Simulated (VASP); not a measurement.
# TiSi (F-43m) in VASP: vibrations by perturbation theory with LDA

Aim: the vibrations by perturbation theory of TiSi with LDA.

All numbers are computed with VASP 6.6.1; they aren't measurements. Logs are shortened: lines on timing, memory, paths and dates and some standing lists are left out, and cuts for length are marked.

**1. The cell of the first run**

Symmetry: F-43m, No. 216, cubic system. The conventional cell has a = 5.658 Å, b = 5.658 Å, c = 5.658 Å, α = 90.00°, β = 90.00°, γ = 90.00°. Within 3.2 Å of Ti (site symmetry -43m) lie 4 Si at 2.45 Å. Si (site symmetry -43m) has 4 Ti at 2.45 Å within 3.2 Å.

**2. Vibrations by perturbation theory, LDA**

File INCAR:

```
  ALGO = Normal
  EDIFF = 1E-8
  ENCUT = 520
  GGA = CA
  IBRION = 8
  ISIF = 2
  ISMEAR = -1
  LASPH = True
  LCHARG = True
  LREAL = False
  LWAVE = False
  NELM = 100
  NSW = 1
  PREC = Accurate
  SIGMA = 0.15
```

File KPOINTS:

```
k-points
0
Gamma
  10 10 10
```

File POSCAR:

```
TiSi
1.0
    0.0000000000      2.8288000000      2.8288000000
    2.8288000000      0.0000000000      2.8288000000
    2.8288000000      2.8288000000      0.0000000000
Ti Si
1 1
Direct
    0.0000000000      0.0000000000      0.0000000000
    0.2500000000      0.2500000000      0.2500000000
```

Potentials or basis: VASP PAW LDA potentials, release 64 (Ti_sv, Si).

Started as:

```console
$ cat potpaw_LDA.64/Ti_sv/POTCAR potpaw_LDA.64/Si/POTCAR > POTCAR
$ mpirun -np 1 vasp_std > vasp.out
```

OUTCAR:

```text
EDIFF = 1E-8
   ENCUT = 520
   GGA = CA
   IBRION = 8
   ISIF = 2
   ISMEAR = -1
   LASPH = True
   LREAL = False
   NELM = 100
   NSW = 1
   PREC = Accurate

 ion  position               nearest neighbor table
   1  0.000  0.000  0.000-   2 2.45   2 2.45   2 2.45   2 2.45
   2  0.250  0.250  0.250-   1 2.45   1 2.45   1 2.45   1 2.45

  LATTYP: Found a face centered cubic cell.
 ALAT       =     5.6576000000

  Lattice vectors:

 A1 = (   0.0000000000,   2.8288000000,   2.8288000000)
 A2 = (   2.8288000000,   0.0000000000,   2.8288000000)
 A3 = (   2.8288000000,   2.8288000000,   0.0000000000)

Analysis of symmetry for initial positions (statically):
=====================================================================
 Subroutine PRICEL returns:
 Original cell was already a primitive cell.

 Routine SETGRP: Setting up the symmetry group for a
 face centered cubic supercell.

 Subroutine GETGRP returns: Found 24 space group operations
 (whereof 24 operations were pure point group operations)
 out of a pool of 48 trial point group operations.

The static configuration has the point symmetry T_d .

Analysis of symmetry for dynamics (positions and initial velocities):
=====================================================================
 Subroutine PRICEL returns:
 Original cell was already a primitive cell.

 Routine SETGRP: Setting up the symmetry group for a
 face centered cubic supercell.

 Subroutine GETGRP returns: Found 24 space group operations
 (whereof 24 operations were pure point group operations)
 out of a pool of 48 trial point group operations.

The dynamic configuration has the point symmetry T_d .

 Subroutine INISYM returns: Found 24 space group operations
 (whereof 24 operations are pure point group operations),
 and found     1 'primitive' translations

----------------------------------------------------------------------------------------

                                     Primitive cell

  volume of cell :      45.2727

  direct lattice vectors                    reciprocal lattice vectors
     0.000000000  2.828800000  2.828800000    -0.176753394  0.176753394  0.176753394
     2.828800000  0.000000000  2.828800000     0.176753394 -0.176753394  0.176753394
     2.828800000  2.828800000  0.000000000     0.176753394  0.176753394 -0.176753394

  length of vectors
     4.000527325  4.000527325  4.000527325     0.306145858  0.306145858  0.306145858

  position of ions in fractional coordinates (direct lattice)
     0.000000000  0.000000000  0.000000000
     0.250000000  0.250000000  0.250000000

  ion indices of the primitive-cell ions
   primitive index   ion index
                 1           1
                 2           2

----------------------------------------------------------------------------------------

 KPOINTS: k-points

Automatic generation of k-mesh.
 Grid dimensions read from file:
 generate k-points for:   10   10   10

 Generating k-lattice:

  Cartesian coordinates                     Fractional coordinates (reciprocal lattice)
    -0.017675339  0.017675339  0.017675339     0.100000000  0.000000000  0.000000000
     0.017675339 -0.017675339  0.017675339     0.000000000  0.100000000  0.000000000
     0.017675339  0.017675339 -0.017675339     0.000000000  0.000000000  0.100000000

  Length of vectors
     0.030614586  0.030614586  0.030614586

  Shift w.r.t. Gamma in fractional coordinates (k-lattice)
     0.000000000  0.000000000  0.000000000

 Subroutine IBZKPT returns following result:
 ===========================================

[... 75 lines left out ...]
   IVDW    =     0    specifies the selected vdW correction
   LEPSILON=     F    determine dielectric tensor
   LRPA    =     F    only Hartree local field effects (RPA)
 non-spin polarized calculation
  energy-cutoff  :      520.00
  volume of cell :       45.27
 maximum number of plane-waves:      1243
 NGX is ok and might be reduce to    30
   NGX = 15   NGY = 15   NGZ = 15

--------------------------------------- Ionic step        1  -------------------------------------------

 number of electron      16.0000004 magnetization

 Free energy of the ion-electron system (eV)
  ---------------------------------------------------
  ext. energy  EPLUGINS =         0.00000000
  ---------------------------------------------------
  free energy    TOTEN  =       -13.15985716 eV

  energy without entropy =      -13.04551379  energy(sigma->0) =      -13.10268548

 E-fermi :   4.3714     XC(G=0):  -9.7230

 val. band max:        4.3552719199   @ k =   0.4000   0.4000   0.0000
 cond. band min:       4.4385977046   @ k =  -0.4000   0.5000   0.1000
 fundamental gap:      0.0833257847
 Fermi energy:         4.3713874348

 k-point     1 :       0.0000    0.0000    0.0000
  band No.  band energies     occupation
      1     -51.7349      2.00000
      2     -28.3802      2.00000
      3     -28.3802      2.00000
      4     -28.3802      2.00000
      5      -3.7997      2.00000
      6       3.2869      1.99855
      7       3.2869      1.99855
      8       3.2869      1.99855
      9       5.3617      0.00271
     10       5.3617      0.00271
     11      10.2765      0.00000
     12      10.8705      0.00000
[... 331 lines left out ...]
 k-point    24 :       0.4000    0.3000    0.0000
  band No.  band energies     occupation
      1     -51.7328      2.00000
      2     -28.4036      2.00000
      3     -28.3897      2.00000
      4     -28.3888      2.00000
      5      -2.1878      2.00000
      6       1.9351      2.00000
      7       3.7763      1.96285
      8       3.9468      1.88859
      9       4.6186      0.32282
     10       5.8091      0.00014
     11       6.6442      0.00000
     12       7.4011      0.00000

 [... further k-points ...]
[... 5 lines left out ...]
  --------------------------------------------------------------------------------------
  -------------------------------------------------------------------------------------
  Total        0.0603363      0.0603363      0.0603363      0.0000000      0.0000000     -0.0000000
  in kB        2.1352670      2.1352670      2.1352670      0.0000000      0.0000000     -0.0000000
  external PRESSURE =       2.1352670 kB  Pullay stress =       0.0000000 kB

 VOLUME and BASIS-vectors are now :
 -----------------------------------------------------------------------------
  energy-cutoff  :      520.00
  volume of cell :       45.27
      direct lattice vectors                 reciprocal lattice vectors
     0.000000000  2.828800000  2.828800000    -0.176753394  0.176753394  0.176753394
     2.828800000  0.000000000  2.828800000     0.176753394 -0.176753394  0.176753394
     2.828800000  2.828800000  0.000000000     0.176753394  0.176753394 -0.176753394

 POSITION                                       TOTAL-FORCE (eV/Angst)
 -----------------------------------------------------------------------------------
      0.00000      0.00000      0.00000         0.000000      0.000000     -0.000000
      1.41440      1.41440      1.41440        -0.000000     -0.000000      0.000000
 -----------------------------------------------------------------------------------
    total drift:                                0.000000      0.000000      0.000000

  FREE ENERGIE OF THE ION-ELECTRON SYSTEM (eV)
  ---------------------------------------------------
  free  energy   TOTEN  =       -13.1598571631 eV

  energy  without entropy=      -13.0455137915  energy(sigma->0) =      -13.10268548

[... ionic steps 2 to 3 ...]

--------------------------------------- Ionic step        4  -------------------------------------------

------------------------ aborting loop because EDIFF is reached ----------------------------------------

[... ionic steps 5 to 6 ...]

--------------------------------------- Ionic step        7  -------------------------------------------

 Free energy of the ion-electron system (eV)
  ---------------------------------------------------
  ---------------------------------------------------
  free energy    TOTEN  =        -0.02039457 eV

  energy without entropy =       -0.02039459

------------------------ aborting loop because EDIFF is reached ----------------------------------------

 INTERNAL STRAIN TENSOR  FOR ION    2  DIRECTION 1   (eV/Angst):
 -----------------------------------------------------------------------------
    -0.00300  0.00000  0.00000
     0.00000  0.00619-12.76949
     0.00000-12.76949  0.00619

 INTERNAL STRAIN TENSOR FOR ION    2 for displacements in x,y,z  (eV/Angst):
          X           Y           Z          XY          YZ          ZX
  --------------------------------------------------------------------------------
  x    -0.00000     0.00000     0.00000     0.00000   -12.76949     0.00000
  y     0.00000    -0.00000     0.00000     0.00000     0.00000   -12.76949
  z     0.00000     0.00000    -0.00000   -12.76949     0.00000     0.00000

 SECOND DERIVATIVES (NOT SYMMETRIZED)
 ------------------------------------
               1X          1Y          1Z          2X          2Y          2Z
  1X    -7.660435    0.000000    0.000000    7.660435    0.000000    0.000000
  1Y     0.000000   -7.660435    0.000000    0.000000    7.660435    0.000000
  1Z     0.000000    0.000000   -7.660435    0.000000    0.000000    7.660435
  2X     7.633387    0.000000    0.000000   -7.633387    0.000000    0.000000
  2Y     0.000000    7.633387    0.000000    0.000000   -7.633387    0.000000
  2Z     0.000000    0.000000    7.633387    0.000000    0.000000   -7.633387

 Eigenvectors and eigenvalues of the dynamical matrix
 ----------------------------------------------------

   1 f  =   10.272740 THz    64.545528 2PiTHz  342.661716 cm-1    42.484619 meV
             X         Y         Z           dx          dy          dz
      0.000000  0.000000  0.000000    -0.608715    0.000000   -0.000000
      1.414400  1.414400  1.414400     0.793389   -0.000000   -0.000000
[... 21 lines left out ...]
   6 f/i=    0.008774 THz     0.055129 2PiTHz    0.292671 cm-1     0.036287 meV
             X         Y         Z           dx          dy          dz
      0.000000  0.000000  0.000000     0.037319   -0.124723   -0.782635
      1.414400  1.414400  1.414400     0.028633   -0.095692   -0.600465

--------------------------------------------------------------------------------------------------------

 ELASTIC MODULI CONTR FROM IONIC RELAXATION (kBar)
 Direction    XX          YY          ZZ          XY          YZ          ZX
 --------------------------------------------------------------------------------
 XX          -0.0000      0.0000      0.0000      0.0000     -0.0000     -0.0000
 YY           0.0000     -0.0000      0.0000      0.0000      0.0000     -0.0000
 ZZ           0.0000      0.0000     -0.0000     -0.0000      0.0000     -0.0000
 XY           0.0000      0.0000     -0.0000   -785.3078      0.0000      0.0000
 YZ          -0.0000      0.0000      0.0000      0.0000   -785.3078      0.0000
 ZX          -0.0000     -0.0000     -0.0000      0.0000      0.0000   -785.3078
 --------------------------------------------------------------------------------
```

Run time: 5.4 min. Hardware: 1 thread of Intel Xeon Platinum 8559C (Emerald Rapids), shared host; peak memory 0.35 GiB.

Results:

| Quantity | Value |
| --- | --- |
| Highest phonon frequency at Γ, LO-TO splitting left out | 343 cm⁻¹ |

Phonon frequencies in cm⁻¹ (negative: imaginary):
```csv
q point,frequencies
"(0.000, 0.000, 0.000)",0 0 0 343 343 343
```
